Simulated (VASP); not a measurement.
Ag:

```xyz
1
Lattice="-1.6557 1.6557 1.6557 1.6557 -1.6557 1.6557 1.6557 1.6557 -1.6557" Properties=species:S:1:pos:R:3 pbc="T T T"
Ag    0.0000    0.0000    0.0000
```

* Program: VASP 6.6.1
* Task: relaxation of cell and atoms
* Functional: PBE
* Dispersion: D4
* Potentials or basis: VASP PAW PBE potentials, release 64 (Ag)
* Cutoff: 600 eV
* k mesh: 11 × 11 × 11
* Occupations: fermi-dirac, width 0.05 eV
* Spin: no spin polarisation

At the start: pressure -5.3 GPa; volume 18.15 Å³/atom.

**Question.** Where does the relaxation end?

**Answer.** Over 3 steps the energy falls by 18.2 meV/atom and the volume is 17.13 Å³/atom (-5.7 %); space group Im-3m (No. 229, to 0.05 Å).

The path:
```csv
step,energy change (eV),largest force (eV/Å),pressure (GPa),volume (Å³)
1,0.0000,0.0000,-5.32,18.15
2,-0.0128,0.0000,3.53,16.62
3,-0.0182,0.0000,0.00,17.13
```

Final structure:
```cif
data_structure
_symmetry_space_group_name_H-M 'P 1'
_symmetry_Int_Tables_number 1
_cell_length_a 2.8126
_cell_length_b 2.8126
_cell_length_c 2.8126
_cell_angle_alpha 109.471
_cell_angle_beta 109.471
_cell_angle_gamma 109.471
_cell_volume 17.13
loop_
_atom_site_label
_atom_site_type_symbol
_atom_site_fract_x
_atom_site_fract_y
_atom_site_fract_z
_atom_site_occupancy
Ag1 Ag 0.00000 0.00000 0.00000 1
```

Caveat: pairwise dispersion overbinds metals, which lowers pressure and volume.
